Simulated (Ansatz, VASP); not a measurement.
## One calculation of Zn3Bi2, two programs

```
Zn Bi
1.0
     4.37411    0.00000    0.00000
     0.00000    4.37411    0.00000
     0.00000    0.00000    6.74248
Zn Bi
3 2
Direct
  0.00000 0.00000 0.00000
  0.00000 0.00000 0.50000
  0.50000 0.50000 0.50000
  0.50000 0.50000 0.16934
  0.50000 0.50000 0.83066
```

Alike in both runs: task relaxation of cell and atoms; functional PBE; k mesh 4 × 4 × 4; occupations gaussian, width 0.1 eV; no spin polarisation.

|  | VASP | Ansatz |
| --- | --- | --- |
| version | VASP 6.6.1 | Ansatz 0.2.0 |
| potentials or method | VASP PAW PBE potentials, release 64 (Zn, Bi_d), cutoff 600 eV | scalar-relativistic, plane waves, PAW |
| valence electrons in the cell | 66 | 66 |

```tsv
	VASP	Ansatz	Ansatz less VASP
gap on the k mesh at the Fermi level, each at its own relaxed structure (eV)	none	none	-
relaxed volume (Å³/atom)	24.29	24.25	-0.040
relaxed length of the cell vector where the two differ most in proportion (Å)	9.094	9.119	+0.0249
```

A gap of «none» marks a metal or a gap that the smearing closes.

Spin-orbit coupling is off throughout.
